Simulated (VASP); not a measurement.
# ZnO (P6_3mc) in VASP: single point with PBE

Aim: the single point of ZnO with PBE.

Program: VASP 6.6.1. These are calculated values, not measurements. Logs are shortened: lines on timing, memory, paths and dates and some standing lists are left out, and cuts for length are marked.

### Step 1. The cell of the first run

It takes space group P6_3mc (No. 186, hexagonal). Conventional cell: a = 3.219 Å, b = 3.219 Å, c = 5.149 Å, α = 90.00°, β = 90.00°, γ = 120.00°. Within 2.6 Å of Zn (site symmetry 3m) lie 4 O at 1.96 Å. O (site symmetry 3m) has 4 Zn at 1.96 Å within 2.6 Å.

### Step 2. Single point, PBE

Contents of INCAR:

```
SYSTEM = ZnO
  PREC = Accurate
  ENCUT = 520
  EDIFF = 1E-6
  ISMEAR = -1
  SIGMA = 0.03
  LREAL = .FALSE.
  LASPH = .TRUE.
  NELM = 80
  ALGO = Normal
  ISIF = 2
  LWAVE = .FALSE.
  LCHARG = .FALSE.
  GGA = PE
  NBANDS = 26
```

Contents of KPOINTS:

```
Automatic mesh
0
G
  8 8 5
  0 0 0
```

Contents of POSCAR:

```
ZnO
1.0
    3.2190018300      0.0000000000      0.0000000000
   -1.6095009100      2.7877373600      0.0000000000
    0.0000000000      0.0000000000      5.1489000000
Zn O
2 2
Direct
    0.3333333300      0.6666666700      0.0000000000
    0.6666666700      0.3333333300      0.5000000000
    0.3333333300      0.6666666700      0.3816000000
    0.6666666700      0.3333333300      0.8816000000
```

Potentials or basis: VASP PAW PBE potentials, release 64 (Zn, O).

Run with:

```bash
cat potpaw_PBE.64/Zn/POTCAR potpaw_PBE.64/O/POTCAR > POTCAR
mpirun -np 1 vasp_std > vasp.out
```

OUTCAR:

```text
SYSTEM = ZnO
   PREC = Accurate
   ENCUT = 520
   EDIFF = 1E-6
   ISMEAR = -1
   LREAL = .FALSE.
   LASPH = .TRUE.
   NELM = 80
   ISIF = 2
   GGA = PE

 ion  position               nearest neighbor table
   1  0.333  0.667  0.000-   4 1.96   4 1.96   4 1.96   3 1.96
   2  0.667  0.333  0.500-   3 1.96   3 1.96   3 1.96   4 1.96
   3  0.333  0.667  0.382-   2 1.96   2 1.96   2 1.96   1 1.96
   4  0.667  0.333  0.882-   1 1.96   1 1.96   1 1.96   2 1.96

  LATTYP: Found a hexagonal cell.
 ALAT       =     3.2190018300
 C/A-ratio  =     1.5995331074

  Lattice vectors:

 A1 = (   3.2190018300,   0.0000000000,   0.0000000000)
 A2 = (  -1.6095009100,   2.7877373600,   0.0000000000)
 A3 = (   0.0000000000,   0.0000000000,   5.1489000000)

Analysis of symmetry for initial positions (statically):
=====================================================================
 Subroutine PRICEL returns:
 Original cell was already a primitive cell.

 Routine SETGRP: Setting up the symmetry group for a
 hexagonal supercell.

 Subroutine GETGRP returns: Found 12 space group operations
 (whereof  6 operations were pure point group operations)
 out of a pool of 24 trial point group operations.

The static configuration has the point symmetry C_3v.
 The point group associated with its full space group is C_6v.

Analysis of symmetry for dynamics (positions and initial velocities):
=====================================================================
 Subroutine PRICEL returns:
 Original cell was already a primitive cell.

 Routine SETGRP: Setting up the symmetry group for a
 hexagonal supercell.

 Subroutine GETGRP returns: Found 12 space group operations
 (whereof  6 operations were pure point group operations)
 out of a pool of 24 trial point group operations.

The dynamic configuration has the point symmetry C_3v.
 The point group associated with its full space group is C_6v.

 Subroutine INISYM returns: Found 12 space group operations
 (whereof  6 operations are pure point group operations),
 and found     1 'primitive' translations

----------------------------------------------------------------------------------------

                                     Primitive cell

  volume of cell :      46.2048

  direct lattice vectors                    reciprocal lattice vectors
     3.219001830  0.000000000  0.000000000     0.310655306  0.179356924  0.000000000
    -1.609500910  2.787737360  0.000000000     0.000000000  0.358713850  0.000000000
     0.000000000  0.000000000  5.148900000     0.000000000  0.000000000  0.194216240

  length of vectors
     3.219001830  3.219001828  5.148900000     0.358713849  0.358713850  0.194216240

  position of ions in fractional coordinates (direct lattice)
     0.333333330  0.666666670  0.000000000
     0.666666670  0.333333330  0.500000000
     0.333333330  0.666666670  0.381600000
     0.666666670  0.333333330  0.881600000

  ion indices of the primitive-cell ions
   primitive index   ion index
                 1           1
                 2           2
                 3           3
                 4           4

----------------------------------------------------------------------------------------

 KPOINTS: Automatic mesh

Automatic generation of k-mesh.
 Grid dimensions read from file:
 generate k-points for:    8    8    5

 Generating k-lattice:

  Cartesian coordinates                     Fractional coordinates (reciprocal lattice)
     0.038831913  0.022419616  0.000000000     0.125000000  0.000000000  0.000000000
     0.000000000  0.044839231  0.000000000     0.000000000  0.125000000  0.000000000
     0.000000000  0.000000000  0.038843248     0.000000000  0.000000000  0.200000000

  Length of vectors
     0.044839231  0.044839231  0.038843248

  Shift w.r.t. Gamma in fractional coordinates (k-lattice)
     0.000000000  0.000000000  0.000000000

 Subroutine IBZKPT returns following result:
 ===========================================

 Found     30 irreducible k-points:

 Following reciprocal coordinates:
            Coordinates               Weight
  0.000000  0.000000  0.000000      1.000000
  0.125000  0.000000  0.000000      6.000000
  0.250000  0.000000  0.000000      6.000000
  0.375000  0.000000  0.000000      6.000000
  0.500000  0.000000  0.000000      3.000000
  0.125000  0.125000  0.000000      6.000000
[... 16 lines left out ...]
  0.250000  0.000000  0.400000     12.000000
  0.375000  0.000000  0.400000     12.000000
 [... further k-points ...]
   k-points           NKPTS =     30   k-points in BZ     NKDIM =     30   number of bands    NBANDS=     26
   number of dos      NEDOS =    301   number of ions     NIONS =      4
   total plane-waves  NPLWV =  23040
   dimension x,y,z NGX =    24 NGY =   24 NGZ =   40
   dimension x,y,z NGXF=    48 NGYF=   48 NGZF=   80
   ions per type =               2   2
   NGX,Y,Z   is equivalent  to a cutoff of  12.39, 12.39, 12.92 a.u.
   NGXF,Y,Z  is equivalent  to a cutoff of  24.79, 24.79, 25.83 a.u.
 SYSTEM =  ZnO
   PREC   = accura    normal or accurate (medium, high low for compatibility)
   ISTART =      0    job   : 0-new  1-cont  2-samecut
   ICHARG =      2    charge: 1-file 2-atom 10-const
   ISPIN  =      1    spin polarized calculation?
   LNONCOLLINEAR =      F non collinear calculations
   LSORBIT =      F    spin-orbit coupling
   LASPH  =      T    aspherical Exc in radial PAW
   ENCUT  =  520.0 eV  38.22 Ry    6.18 a.u.   5.99  5.99  9.57*2*pi/ulx,y,z
   NELM   =     80;   NELMIN=  2; NELMDL= -5     # of ELM steps
   EDIFF  = 0.1E-05   stopping-criterion for ELM
   LREAL  =      F    real-space projection
   EDIFFG = 0.1E-04   stopping-criterion for IOM
   NSW    =      0    number of steps for IOM
   IBRION =     -1    ionic relax: 0-MD 1-quasi-New 2-CG
   NFREE  =      0    steps in history (QN), initial steepest desc. (CG)
   ISIF   =      2    stress and relaxation
   ISYM   =      2    0-nonsym 1-usesym 2-fastsym
   POTIM  = 0.5000    time-step for ionic-motion
   TEBEG  =    0.0;   TEEND  =   0.0 temperature during run
   PSTRESS=    0.0 pullay stress
   NELECT =      36.0000    total number of electrons
   NUPDOWN=      -1.0000    fix difference up-down
   EMIN   =  10.00;   EMAX   =-10.00  energy-range for DOS
   EFERMI =   0.00;   METHOD = LEGACY
   ISMEAR =    -1;   SIGMA  =   0.03  broadening in eV -4-tet -1-fermi 0-gaus
   EFERMI_NEDOS =   21; number of points for ismear=-14 and -15
   IALGO  =     38    algorithm
   IMIX   =      4    mixing-type and parameters
     AMIX     =   0.40;   BMIX     =  1.00
     AMIX_MAG =   1.60;   BMIX_MAG =  1.00
  volume/ion in A,a.u.               =      11.55        77.95
  Fermi-wavevector in a.u.,A,eV,Ry     =   1.506421  2.846724 30.875776  2.269306
  Thomas-Fermi vector in A             =   2.617141
   LORBIT       =      0    0 simple, 1 ext, 2 COOP (PROOUT), +10 PAW based schemes
   GGA     = PE    functional components
   LHFCALC =     F    Hartree Fock is set to
   AEXX    =    0.0000 exact exchange contribution
   IVDW    =     0    specifies the selected vdW correction
   LEPSILON=     F    determine dielectric tensor
   LRPA    =     F    only Hartree local field effects (RPA)
 non-spin polarized calculation
  energy-cutoff  :      520.00
  volume of cell :       46.20
 maximum number of plane-waves:      1261
 NGX is ok and might be reduce to    24
   NGX = 11   NGY = 11   NGZ = 19

 number of electron      36.0000012 magnetization

 Free energy of the ion-electron system (eV)
  ---------------------------------------------------
  ext. energy  EPLUGINS =         0.00000000
  ---------------------------------------------------
  free energy    TOTEN  =       -17.74861208 eV

  energy without entropy =      -17.74861207  energy(sigma->0) =      -17.74861207

 E-fermi :   1.9106     XC(G=0): -11.0708

 val. band max:        1.4800607324   @ k =   0.0000   0.0000   0.0000
 cond. band min:       2.3138439022   @ k =   0.0000   0.0000   0.0000
 fundamental gap:      0.8337831698
 Fermi energy:         1.9106169773

 k-point     1 :       0.0000    0.0000    0.0000
  band No.  band energies     occupation
      1     -16.8576      2.00000
      2     -16.0791      2.00000
      3      -4.3733      2.00000
      4      -4.3733      2.00000
      5      -4.3664      2.00000
      6      -4.2883      2.00000
[... 18 lines left out ...]
     25      15.7835      0.00000
     26      15.7896      0.00000

 k-point     2 :       0.1250    0.0000    0.0000
  band No.  band energies     occupation
      1     -16.7680      2.00000
      2     -16.0403      2.00000
      3      -4.4789      2.00000
      4      -4.3208      2.00000
      5      -4.2527      2.00000
      6      -4.2423      2.00000
[... 18 lines left out ...]
     25      15.9508      0.00000
     26      15.9728      0.00000

 k-point     3 :       0.2500    0.0000    0.0000
  band No.  band energies     occupation
      1     -16.5369      2.00000
      2     -15.9545      2.00000
      3      -4.6591      2.00000
      4      -4.2908      2.00000
      5      -4.2053      2.00000
      6      -4.0760      2.00000
[... 18 lines left out ...]
     25      14.9984      0.00000
     26      15.8759      0.00000

 k-point     4 :       0.3750    0.0000    0.0000
  band No.  band energies     occupation
      1     -16.2690      2.00000
      2     -15.8933      2.00000
      3      -4.7116      2.00000
      4      -4.3732      2.00000
      5      -4.1167      2.00000
      6      -3.8705      2.00000
[... 18 lines left out ...]
     25      15.0142      0.00000
     26      15.8113      0.00000
[... 496 lines left out ...]
      1     -16.5240      2.00000
      2     -16.2990      2.00000
      3      -4.6512      2.00000
      4      -4.6203      2.00000
      5      -4.2702      2.00000
      6      -4.2647      2.00000
[... 18 lines left out ...]
     25      14.7515      0.00000
     26      15.1072      0.00000

 k-point    23 :       0.2500    0.0000    0.4000
  band No.  band energies     occupation
      1     -16.3362      2.00000
      2     -16.1560      2.00000
      3      -4.7777      2.00000
      4      -4.7153      2.00000
      5      -4.1251      2.00000
      6      -4.1189      2.00000
[... 18 lines left out ...]
     25      15.0729      0.00000
     26      15.3211      0.00000

 k-point    24 :       0.3750    0.0000    0.4000
  band No.  band energies     occupation
      1     -16.1327      2.00000
      2     -16.0162      2.00000
      3      -4.8465      2.00000
      4      -4.7749      2.00000
      5      -3.9869      2.00000
      6      -3.9321      2.00000
[... 18 lines left out ...]
     25      15.2163      0.00000
     26      15.4663      0.00000

 [... further k-points ...]
[... 5 lines left out ...]
  --------------------------------------------------------------------------------------
  -------------------------------------------------------------------------------------
  Total        3.0690856      3.0690856      3.2775676      0.0000000      0.0000000      0.0000000
  in kB      106.4221563    106.4221564    113.6513773      0.0000002      0.0000000      0.0000000
  external PRESSURE =     108.8318967 kB  Pullay stress =       0.0000000 kB

 VOLUME and BASIS-vectors are now :
 -----------------------------------------------------------------------------
  energy-cutoff  :      520.00
  volume of cell :       46.20
      direct lattice vectors                 reciprocal lattice vectors
     3.219001830  0.000000000  0.000000000     0.310655306  0.179356924  0.000000000
    -1.609500910  2.787737360  0.000000000     0.000000000  0.358713850  0.000000000
     0.000000000  0.000000000  5.148900000     0.000000000  0.000000000  0.194216240

 POSITION                                       TOTAL-FORCE (eV/Angst)
 -----------------------------------------------------------------------------------
     -0.00000      1.85849      0.00000         0.000000      0.000000      0.000802
      1.60950      0.92925      2.57445        -0.000000      0.000000      0.000802
     -0.00000      1.85849      1.96482        -0.000000      0.000000     -0.000802
      1.60950      0.92925      4.53927         0.000000      0.000000     -0.000802
 -----------------------------------------------------------------------------------
    total drift:                               -0.000015      0.000010      0.000789

  FREE ENERGIE OF THE ION-ELECTRON SYSTEM (eV)
  ---------------------------------------------------
  free  energy   TOTEN  =       -17.7486120778 eV

  energy  without entropy=      -17.7486120695  energy(sigma->0) =      -17.74861207
```

Wall time 46 s (1 thread of Intel Xeon 8259CL, shared host); peak memory 0.17 GiB.

What came out:

- Free energy: -17.7486 eV
- Pressure: 10.9 GPa
- Band gap on the k mesh: 0.83 eV, direct

As with any semilocal functional, this PBE gap is likely too small.
